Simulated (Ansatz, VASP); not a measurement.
**La2Zr2O in VASP and in Ansatz**

```
CELL_PARAMETERS angstrom
3.42237 0.00000 0.00000
-1.71119 2.96386 0.00000
0.00000 0.00000 11.62117
ATOMIC_POSITIONS crystal
La 0.66667 0.33333 0.64443
La 0.33333 0.66667 0.35557
Zr 0.66667 0.33333 0.10462
Zr 0.33333 0.66667 0.89538
O 0.00000 0.00000 0.00000
```

Change from the starting cell: species swapped into the BaCd2Sb2 type (P-3m1, No. 164).

Alike in both runs: functional PBE; k mesh 6 × 6 × 4; occupations gaussian, width 0.1 eV; no spin polarisation.

Ansatz relaxed the structure, and its values are those at the end. VASP's run is a single point on that final structure, the one shown.

|  | VASP | Ansatz |
| --- | --- | --- |
| version | VASP 6.6.1 | Ansatz 0.2.0 |
| potentials or method | VASP PAW PBE potentials, release 64 (La, Zr_sv, O), cutoff 520 eV | scalar-relativistic, plane waves, PAW |
| valence electrons in the cell | 52 | 52 |

```tsv
	VASP	Ansatz	Ansatz less VASP
gap on the k mesh at the Fermi level (eV)	none	none	-
pressure (GPa)	0.2	0.1	-0.10
rms of the force components (eV/Å)	0.005	0.011	+0.0061
```

A gap of «none» marks a metal or a gap that the smearing closes.

Spin-orbit coupling is off throughout.
